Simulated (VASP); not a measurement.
# HgTe (Fm-3m) in VASP: notebook

HgTe is run at these levels: PBEsol; tasks: single point.

Everything below comes from runs of VASP 6.6.1. Logs are shortened: lines on timing, memory, paths and dates and some standing lists are left out, and cuts for length are marked.

## (1) The cell of the first run

Symmetry: Fm-3m, No. 225, cubic system. The conventional cell has a = 5.862 Å, b = 5.862 Å, c = 5.862 Å, α = 90.00°, β = 90.00°, γ = 90.00°. Within 3.9 Å of Hg (site symmetry m-3m) lie 6 Te at 2.93 Å. Te (site symmetry m-3m) has 6 Hg at 2.93 Å within 3.9 Å.

## (2) Single point, PBEsol (volume scaled by 1.01)

INCAR reads:

```
  PREC = Accurate
  ENCUT = 520
  EDIFF = 1E-6
  ISMEAR = -1
  SIGMA = 0.08
  LREAL = F
  LASPH = T
  NELM = 80
  ALGO = Normal
  ISIF = 2
  LWAVE = F
  LCHARG = T
  GGA = PS
  LELF = T
  LVHAR = T
  NBANDS = 16
```

KPOINTS reads:

```
Automatic mesh
0
Gamma
  12 12 12
```

POSCAR reads:

```
HgTe
1.0
    0.0000000000      2.9312060514      2.9312060514
    2.9312060514      0.0000000000      2.9312060514
    2.9312060514      2.9312060514      0.0000000000
Hg Te
1 1
Direct
    0.0000000000      0.0000000000      0.0000000000
    0.5000000000      0.5000000000      0.5000000000
```

Potentials or basis: VASP PAW PBE potentials, release 64 (Hg, Te).

On the command line:

```
$ cat potpaw_PBE.64/Hg/POTCAR potpaw_PBE.64/Te/POTCAR > POTCAR
$ mpirun -np 1 vasp_std > vasp.out
```

OUTCAR:

```text
PREC = Accurate
   ENCUT = 520
   EDIFF = 1E-6
   ISMEAR = -1
   LREAL = F
   LASPH = T
   NELM = 80
   ISIF = 2
   GGA = PS

 ion  position               nearest neighbor table
   1  0.000  0.000  0.000-   2 2.93   2 2.93   2 2.93   2 2.93   2 2.93   2 2.93
   2  0.500  0.500  0.500-   1 2.93   1 2.93   1 2.93   1 2.93   1 2.93   1 2.93

  LATTYP: Found a face centered cubic cell.
 ALAT       =     5.8624121028

  Lattice vectors:

 A1 = (   0.0000000000,   2.9312060514,   2.9312060514)
 A2 = (   2.9312060514,   0.0000000000,   2.9312060514)
 A3 = (   2.9312060514,   2.9312060514,   0.0000000000)

Analysis of symmetry for initial positions (statically):
=====================================================================
 Subroutine PRICEL returns:
 Original cell was already a primitive cell.

 Routine SETGRP: Setting up the symmetry group for a
 face centered cubic supercell.

 Subroutine GETGRP returns: Found 48 space group operations
 (whereof 48 operations were pure point group operations)
 out of a pool of 48 trial point group operations.

The static configuration has the point symmetry O_h .

Analysis of symmetry for dynamics (positions and initial velocities):
=====================================================================
 Subroutine PRICEL returns:
 Original cell was already a primitive cell.

 Routine SETGRP: Setting up the symmetry group for a
 face centered cubic supercell.

 Subroutine GETGRP returns: Found 48 space group operations
 (whereof 48 operations were pure point group operations)
 out of a pool of 48 trial point group operations.

The dynamic configuration has the point symmetry O_h .

 Subroutine INISYM returns: Found 48 space group operations
 (whereof 48 operations are pure point group operations),
 and found     1 'primitive' translations

----------------------------------------------------------------------------------------

                                     Primitive cell

  volume of cell :      50.3697

  direct lattice vectors                    reciprocal lattice vectors
     0.000000000  2.931206051  2.931206051    -0.170578250  0.170578250  0.170578250
     2.931206051  0.000000000  2.931206051     0.170578250 -0.170578250  0.170578250
     2.931206051  2.931206051  0.000000000     0.170578250  0.170578250 -0.170578250

  length of vectors
[... 74 lines left out ...]
   ISTART =      0    job   : 0-new  1-cont  2-samecut
   ICHARG =      2    charge: 1-file 2-atom 10-const
   ISPIN  =      1    spin polarized calculation?
   LNONCOLLINEAR =      F non collinear calculations
   LSORBIT =      F    spin-orbit coupling
   LASPH  =      T    aspherical Exc in radial PAW
   ENCUT  =  520.0 eV  38.22 Ry    6.18 a.u.   7.71  7.71  7.71*2*pi/ulx,y,z
   NELM   =     80;   NELMIN=  2; NELMDL= -5     # of ELM steps
   EDIFF  = 0.1E-05   stopping-criterion for ELM
   LREAL  =      F    real-space projection
   EDIFFG = 0.1E-04   stopping-criterion for IOM
   NSW    =      0    number of steps for IOM
   IBRION =     -1    ionic relax: 0-MD 1-quasi-New 2-CG
   NFREE  =      0    steps in history (QN), initial steepest desc. (CG)
   ISIF   =      2    stress and relaxation
   ISYM   =      2    0-nonsym 1-usesym 2-fastsym
   POTIM  = 0.5000    time-step for ionic-motion
   TEBEG  =    0.0;   TEEND  =   0.0 temperature during run
   PSTRESS=    0.0 pullay stress
   NELECT =      18.0000    total number of electrons
   NUPDOWN=      -1.0000    fix difference up-down
   EMIN   =  10.00;   EMAX   =-10.00  energy-range for DOS
   EFERMI =   0.00;   METHOD = LEGACY
   ISMEAR =    -1;   SIGMA  =   0.08  broadening in eV -4-tet -1-fermi 0-gaus
   EFERMI_NEDOS =   21; number of points for ismear=-14 and -15
   IALGO  =     38    algorithm
   IMIX   =      4    mixing-type and parameters
     AMIX     =   0.40;   BMIX     =  1.00
     AMIX_MAG =   1.60;   BMIX_MAG =  1.00
  volume/ion in A,a.u.               =      25.18       169.96
  Fermi-wavevector in a.u.,A,eV,Ry     =   1.161741  2.195372 18.362996  1.349642
  Thomas-Fermi vector in A             =   2.298310
   LORBIT       =      0    0 simple, 1 ext, 2 COOP (PROOUT), +10 PAW based schemes
   GGA     = PS    functional components
   LHFCALC =     F    Hartree Fock is set to
   AEXX    =    0.0000 exact exchange contribution
   IVDW    =     0    specifies the selected vdW correction
   LEPSILON=     F    determine dielectric tensor
   LRPA    =     F    only Hartree local field effects (RPA)
 non-spin polarized calculation
  energy-cutoff  :      520.00
  volume of cell :       50.37
 maximum number of plane-waves:      1380
   NGX = 15   NGY = 15   NGZ = 15

 number of electron      18.0000000 magnetization

 Free energy of the ion-electron system (eV)
  ---------------------------------------------------
  ext. energy  EPLUGINS =         0.00000000
  ---------------------------------------------------
  free energy    TOTEN  =        -4.15011835 eV

  energy without entropy =       -4.12603207  energy(sigma->0) =       -4.13807521

 E-fermi :   5.6325     XC(G=0): -10.6173

 val. band max:        5.5998688988   @ k =   0.4167   0.2500   0.0000
 cond. band min:       5.6763572914   @ k =   0.3333   0.0000   0.0000
 fundamental gap:      0.0764883926
 Fermi energy:         5.6325010592

 k-point     1 :       0.0000    0.0000    0.0000
  band No.  band energies     occupation
      1      -7.3225      2.00000
      2      -1.5240      2.00000
      3      -1.5240      2.00000
      4      -1.4588      2.00000
      5      -1.4588      2.00000
      6      -1.4588      2.00000
[... 433 lines left out ...]
      3      -1.9294      2.00000
      4      -1.7180      2.00000
      5      -1.2218      2.00000
      6      -1.1866      2.00000
[... 8 lines left out ...]
     15      15.9983      0.00000
     16      16.6910      0.00000

 [... further k-points ...]
[... 5 lines left out ...]
  --------------------------------------------------------------------------------------
  -------------------------------------------------------------------------------------
  Total        1.7261026      1.7261026      1.7261026     -0.0000000      0.0000000     -0.0000000
  in kB       54.9045255     54.9045255     54.9045255     -0.0000000      0.0000000     -0.0000000
  external PRESSURE =      54.9045255 kB  Pullay stress =       0.0000000 kB

 VOLUME and BASIS-vectors are now :
 -----------------------------------------------------------------------------
  energy-cutoff  :      520.00
  volume of cell :       50.37
      direct lattice vectors                 reciprocal lattice vectors
     0.000000000  2.931206051  2.931206051    -0.170578250  0.170578250  0.170578250
     2.931206051  0.000000000  2.931206051     0.170578250 -0.170578250  0.170578250
     2.931206051  2.931206051  0.000000000     0.170578250  0.170578250 -0.170578250

 POSITION                                       TOTAL-FORCE (eV/Angst)
 -----------------------------------------------------------------------------------
      0.00000      0.00000      0.00000         0.000000      0.000000      0.000000
      2.93121      2.93121      2.93121        -0.000000     -0.000000     -0.000000
 -----------------------------------------------------------------------------------
    total drift:                                0.000000     -0.000000     -0.000000

  FREE ENERGIE OF THE ION-ELECTRON SYSTEM (eV)
  ---------------------------------------------------
  free  energy   TOTEN  =        -4.1501183513 eV

  energy  without entropy=       -4.1260320677  energy(sigma->0) =       -4.13807521
```

It took 16 s on 1 thread of Intel Xeon 6975P-C (Granite Rapids), shared host; peak memory 0.21 GiB.

Results:

* Free energy: -4.1501 eV
* Pressure: 5.5 GPa
* Band gap on the k mesh: zero (band 9 reaches 6.08 eV, above the bottom of band 10 at 2.87 eV)

Caveat: the PAW data sets were made with another functional, which shifts forces and pressure a little; spin-orbit coupling is left out, which moves the levels of the heavy elements.

## (3) Single point, PBEsol (volume scaled by 1.04)

INCAR reads:

```
ALGO = Normal ; EDIFF = 1E-7
ENCUT = 520 ; GGA = PS
ISIF = 2 ; ISMEAR = -1
LASPH = True ; LCHARG = False
LREAL = False ; LWAVE = False
NBANDS = 16 ; NELM = 60
PREC = Accurate ; SIGMA = 0.08
```

KPOINTS reads:

```
k-points
0
Gamma
  12 12 12
```

POSCAR reads:

```
HgTe
1.0
    0.0000000000      2.9599451983      2.9599451983
    2.9599451983      0.0000000000      2.9599451983
    2.9599451983      2.9599451983      0.0000000000
Hg Te
1 1
Direct
    0.0000000000      0.0000000000      0.0000000000
    0.5000000000      0.5000000000      0.5000000000
```

Potentials or basis: VASP PAW PBE potentials, release 64 (Hg, Te).

On the command line:

```
$ cat potpaw_PBE.64/Hg/POTCAR potpaw_PBE.64/Te/POTCAR > POTCAR
$ mpirun -np 1 vasp_std > vasp.out
```

Wall time 17 s (1 thread of Intel Xeon 6975P-C (Granite Rapids), shared host); peak memory 0.21 GiB.

It converged, with:

```
Free energy            : -4.1905 eV
Pressure               : 3.1 GPa
Band gap on the k mesh : zero (band 9 reaches 5.67 eV, above the bottom of band 10 at 2.63 eV)
```

Levels at points of the mesh, in eV from the Fermi level:
```csv
k point,band 7,band 8,band 9,band 10,band 11,band 12
"(0.00, 0.00, 0.00)",-0.82,-0.82,-0.82,-0.60,7.68,7.68
"(0.50, 0.00, 0.00)",-5.87,0.40,0.40,2.45,3.80,3.80
"(0.50, 0.50, 0.00)",-4.90,-2.90,-2.63,-2.63,4.66,9.65
```

Caveat: the PAW data sets were made with another functional, which shifts forces and pressure a little; spin-orbit coupling is left out, which moves the levels of the heavy elements.

## (4) Single point, PBEsol (volume scaled by 1.06)

INCAR reads:

```
ALGO = Normal ; EDIFF = 1E-6
ENCUT = 520 ; GGA = PS
ISIF = 2 ; ISMEAR = -1
LASPH = True ; LCHARG = True
LELF = True ; LREAL = False
LVHAR = True ; LWAVE = False
NBANDS = 16 ; NELM = 80
PREC = Accurate ; SIGMA = 0.08
```

KPOINTS is that of step 3.

POSCAR reads:

```
HgTe
1.0
    0.0000000000      2.9787988607      2.9787988607
    2.9787988607      0.0000000000      2.9787988607
    2.9787988607      2.9787988607      0.0000000000
Hg Te
1 1
Direct
    0.0000000000      0.0000000000      0.0000000000
    0.5000000000      0.5000000000      0.5000000000
```

On the command line:

```
$ cat potpaw_PBE.64/Hg/POTCAR potpaw_PBE.64/Te/POTCAR > POTCAR
$ mpirun -np 1 vasp_std > vasp.out
```

Wall time 16 s (1 thread of Intel Xeon 6975P-C (Granite Rapids), shared host); peak memory 0.21 GiB.

The run converged. Its results:

- Free energy: -4.2059 eV
- Pressure: 1.8 GPa
- Band gap on the k mesh: zero (band 9 reaches 5.42 eV, above the bottom of band 10 at 2.48 eV)

Levels at points of the mesh, in eV from the Fermi level:
```
           k point  band 5  band 6  band 7  band 8  band 9  band 10  band 11  band 12  band 13  band 14
(0.00, 0.00, 0.00)   -6.88   -6.88   -0.79   -0.79   -0.79    -0.69     7.66     7.66     7.66     7.92
(0.50, 0.00, 0.00)   -6.67   -6.67   -5.79    0.38    0.38     2.48     3.83     3.83     4.04    10.53
(0.50, 0.50, 0.00)   -6.58   -5.87   -4.77   -2.87   -2.55    -2.55     4.68     9.54     9.54    10.09
```

Caveat: the PAW data sets were made with another functional, which shifts forces and pressure a little; spin-orbit coupling is left out, which moves the levels of the heavy elements.

## (5) Overview

| cell | gap on the mesh (eV) | pressure (GPa) |
| --- | --- | --- |
| a = 4.145 Å, angles 60.0°, 2 atoms | none | 5.5 |
| a = 4.186 Å, angles 60.0°, 2 atoms | none | 3.1 |
| a = 4.213 Å, angles 60.0°, 2 atoms | none | 1.8 |

Alike in all rows: task single point; level PBEsol; potentials or basis VASP PAW PBE potentials, release 64 (Hg, Te); no spin polarisation; k mesh 12 × 12 × 12; cutoff (eV) 520; smearing fermi-dirac 0.08 eV.

Caveats: the PAW data sets were made with another functional, which shifts forces and pressure a little; spin-orbit coupling is left out, which moves the levels of the heavy elements.

Absolute energies hang on the potentials; compare differences alone.
